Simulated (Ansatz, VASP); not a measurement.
# Si16N in VASP and in Ansatz

```
Si N
1.0
     0.00000    5.43000    5.43000
     5.43000    0.00000    5.43000
     5.43000    5.43000    0.00000
Si N
16 1
Direct
  0.02641 0.99147 0.99671
  0.08748 0.15309 0.14493
  0.99774 0.98596 0.51378
  0.13164 0.11625 0.62338
  0.99257 0.51966 0.98683
  0.13547 0.61733 0.11991
  0.00251 0.49068 0.49385
  0.13614 0.61207 0.61417
  0.44714 0.10402 0.99901
  0.65293 0.10662 0.13081
  0.50453 0.97165 0.49604
  0.62703 0.07722 0.63858
  0.50982 0.47419 0.98576
  0.62809 0.63043 0.07929
  0.50939 0.47721 0.47336
  0.62837 0.59605 0.61118
  0.54008 0.89568 0.91100
```

Alike in both runs: functional PBE; k mesh 2 × 2 × 2; occupations fermi-dirac, width 0.05 eV; collinear spin.

Ansatz relaxed the structure, and its values are those at the end. VASP's run is a single point on that final structure, the one shown.

|  | VASP | Ansatz |
| --- | --- | --- |
| version | VASP 6.6.1 | Ansatz 0.2.0 |
| potentials or method | VASP PAW PBE potentials, release 64 (Si, N), cutoff 520 eV | scalar-relativistic, plane waves, PAW |
| valence electrons in the cell | 69 | 69 |

|  | VASP | Ansatz | Ansatz less VASP |
| --- | --- | --- | --- |
| rms of the force components (eV/Å) | 0.021 | 0.019 | -0.0017 |
| net moment per atom (μB) | 0.00 | 0.00 | 0.000 |

Ansatz's warnings: seeded moment not kept.

The k mesh is coarse, so the values compare programs but aren't converged.
